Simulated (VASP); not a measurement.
## Cd: single point with r2SCAN

The system is Cd.

```xyz
1
Lattice="2.9009 0.0000 0.0000 0.0000 2.9009 0.0000 0.0000 0.0000 2.9009" Properties=species:S:1:pos:R:3 pbc="T T T"
Cd    0.0000    0.0000    0.0000
```

This isn't the form of Cd at room conditions, which is hcp.

| Quantity | Value |
| --- | --- |
| Program | VASP 6.6.1 |
| Task | single point |
| Functional | r2SCAN |
| Potentials or basis | VASP PAW PBE potentials, release 64 (Cd) |
| Cutoff | 550 eV |
| k mesh | 12 × 12 × 12 |
| Occupations | fermi-dirac, width 0.1 eV |
| Spin | no spin polarisation |
| Dipole correction | no |
| Further INCAR settings | ALGO = Normal; EDIFF = 1e-06; NBANDS = 12 |

| Item | Value |
| --- | --- |
| Pressure | 2.2 GPa |
| Band gap on the k mesh | zero (bands 6 and 7 overlap by 7.39 eV) |

Levels at points of the mesh, in eV from the Fermi level:
| k point | band 3 | band 4 | band 5 | band 6 | band 7 | band 8 | band 9 | band 10 |
| --- | --- | --- | --- | --- | --- | --- | --- | --- |
| (0.00, 0.00, 0.00) | -8.66 | -8.66 | -8.66 | -8.32 | 10.76 | 10.76 | 10.76 | 14.46 |
| (0.50, 0.00, 0.00) | -9.15 | -9.15 | -8.62 | -2.78 | -2.47 | 15.10 | 15.10 | 15.63 |
| (0.50, 0.50, 0.00) | -9.07 | -9.07 | -8.22 | 1.16 | 1.16 | 2.35 | 6.16 | 19.47 |
| (0.50, 0.50, 0.50) | -9.85 | -8.19 | -8.19 | 4.92 | 4.92 | 4.92 | 8.76 | 9.09 |

It took 22 s on 1 thread of Intel(R) Xeon(R) 6975P-C (Granite Rapids) (shared host), peak memory 0.15 GiB.

Caveat: the PAW data sets were made with another functional, which shifts forces and pressure a little.
